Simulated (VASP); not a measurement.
# LiAlO (P4/nmm) in VASP: notebook, part 2 of 2

VASP 6.6.1.

## (3) Single point, PBE

This run uses another cell than the first one, of 13.58 Å³/atom, 1.353 times its volume.

INCAR

```
ALGO = Normal ; EDIFF = 1E-6
ENCUT = 520 ; GGA = PE
ISIF = 2 ; ISMEAR = 0
LASPH = T ; LCHARG = F
LREAL = F ; LWAVE = F
NBANDS = 21 ; NELM = 60
PREC = Accurate ; SIGMA = 0.01
```

KPOINTS

```
k-points
0
Gamma
  10 10 6
```

POSCAR

```
LiAlO
1.0
    3.5106998031      0.0000000000      0.0000000000
    0.0000000000      3.5106998031      0.0000000000
    0.0000000000      0.0000000000      6.6088490756
Li Al O
2 2 2
Direct
    0.5000000000      0.0000000000      0.4128935344
    0.0000000000      0.5000000000      0.5871064656
    0.5000000000      0.0000000000      0.8707983645
    0.0000000000      0.5000000000      0.1292016355
    0.0000000000      0.0000000000      0.0000000000
    0.5000000000      0.5000000000      0.0000000000
```

Potentials or basis: VASP PAW PBE potentials, release 64 (Li_sv, Al, O).

On the command line:

```sh
$ cat potpaw_PBE.64/Li_sv/POTCAR potpaw_PBE.64/Al/POTCAR potpaw_PBE.64/O/POTCAR > POTCAR
$ mpirun -np 1 vasp_std > vasp.out
```

OUTCAR:

```text
EDIFF = 1E-6
   ENCUT = 520
   GGA = PE
   ISIF = 2
   ISMEAR = 0
   LASPH = T
   LREAL = F
   NELM = 60
   PREC = Accurate

 ion  position               nearest neighbor table
   1  0.500  0.000  0.413-
   2  0.000  0.500  0.587-
   3  0.500  0.000  0.871-   5 1.95   6 1.95   6 1.95   5 1.95   4 3.01   4 3.01   4 3.01   4 3.01

   4  0.000  0.500  0.129-   5 1.95   6 1.95   5 1.95   6 1.95   3 3.01   3 3.01   3 3.01   3 3.01

   5  0.000  0.000  0.000-   3 1.95   4 1.95   4 1.95   3 1.95
   6  0.500  0.500  0.000-   3 1.95   4 1.95   3 1.95   4 1.95

  LATTYP: Found a simple tetragonal cell.
 ALAT       =     3.5106998031
 C/A-ratio  =     1.8824876652

  Lattice vectors:

 A1 = (   3.5106998031,   0.0000000000,   0.0000000000)
 A2 = (   0.0000000000,   3.5106998031,   0.0000000000)
 A3 = (   0.0000000000,   0.0000000000,   6.6088490756)

Analysis of symmetry for initial positions (statically):
[... 182 lines left out ...]
  energy without entropy =      -29.99563064  energy(sigma->0) =      -29.99563064

 E-fermi :   4.8143     XC(G=0):  -9.1285

 val. band max:        4.7358020923   @ k =   0.5000   0.5000   0.0000
 cond. band min:       4.9064289199   @ k =   0.5000   0.5000   0.0000
 fundamental gap:      0.1706268276
 Fermi energy:         4.8143330643

 k-point     1 :       0.0000    0.0000    0.0000
  band No.  band energies     occupation
      1     -41.7999      2.00000
      2     -41.7605      2.00000
      3     -16.9813      2.00000
      4     -14.2498      2.00000
      5      -3.3921      2.00000
      6      -3.2064      2.00000
[... 565 lines left out ...]
     20      13.2127      0.00000
     21      14.2931      0.00000

 [... further k-points ...]

------------------------ aborting loop because EDIFF is reached ----------------------------------------

  FORCE on cell =-STRESS in cart. coord.  units (eV):
  Direction    XX          YY          ZZ          XY          YZ          ZX
  --------------------------------------------------------------------------------------
  -------------------------------------------------------------------------------------
  Total       -0.0325740     -0.0325740     -0.0919138      0.0000000      0.0000000      0.0000000
  in kB       -0.6407206     -0.6407206     -1.8079149      0.0000000      0.0000000      0.0000000
  external PRESSURE =      -1.0297854 kB  Pullay stress =       0.0000000 kB

 VOLUME and BASIS-vectors are now :
 -----------------------------------------------------------------------------
  energy-cutoff  :      520.00
  volume of cell :       81.45
      direct lattice vectors                 reciprocal lattice vectors
     3.510699803  0.000000000  0.000000000     0.284843494  0.000000000  0.000000000
     0.000000000  3.510699803  0.000000000     0.000000000  0.284843494  0.000000000
     0.000000000  0.000000000  6.608849076     0.000000000  0.000000000  0.151312277

 POSITION                                       TOTAL-FORCE (eV/Angst)
 -----------------------------------------------------------------------------------
      1.75535      0.00000      2.72875        -0.000000     -0.000000     -0.007560
      0.00000      1.75535      3.88010         0.000000     -0.000000      0.007560
      1.75535      0.00000      5.75497         0.000000      0.000000      0.004051
      0.00000      1.75535      0.85387         0.000000     -0.000000     -0.004051
      0.00000      0.00000      0.00000        -0.000000      0.000000      0.000000
      1.75535      1.75535      0.00000         0.000000     -0.000000      0.000000
 -----------------------------------------------------------------------------------
    total drift:                                0.000000      0.000000      0.000000

  FREE ENERGIE OF THE ION-ELECTRON SYSTEM (eV)
  ---------------------------------------------------
  free  energy   TOTEN  =       -29.9956306413 eV

  energy  without entropy=      -29.9956306413  energy(sigma->0) =      -29.99563064
```

Wall time 66 s (1 thread of Intel Xeon 6975P-C (Granite Rapids), shared host); peak memory 0.25 GiB.

What came out:

```
Free energy            : -29.9956 eV
Largest force          : 0.008 eV/Å
Band gap on the k mesh : 0.17 eV, direct
```

Forces on the atoms (eV/Å):
```
Li   0.000  0.000 -0.008
Li   0.000  0.000  0.008
Al   0.000  0.000  0.004
Al   0.000  0.000 -0.004
O    0.000  0.000  0.000
O    0.000  0.000  0.000
```

Levels at points of the mesh, in eV from the valence-band top:
```tsv
k point	band 10	band 11	band 12	band 13	band 14	band 15
(0.00, 0.00, 0.00)	-3.81	-3.81	-0.55	1.97	3.54	5.05
(0.50, 0.00, 0.00)	-6.21	-1.75	-1.75	1.68	1.68	4.85
(0.50, 0.50, 0.00)	-3.20	0.00	0.00	0.17	0.17	3.81
(0.00, 0.00, 0.50)	-3.81	-3.05	-2.58	3.51	4.37	4.37
(0.50, 0.00, 0.50)	-6.21	-1.39	-1.39	1.08	1.08	5.17
(0.50, 0.50, 0.50)	-3.20	-0.01	-0.01	0.86	0.86	2.76
```

Caveat: the cutoff is under 1.25 times the usual one of these potentials, so pressure, stress and relaxed cells hold a basis-set (Pulay) error.
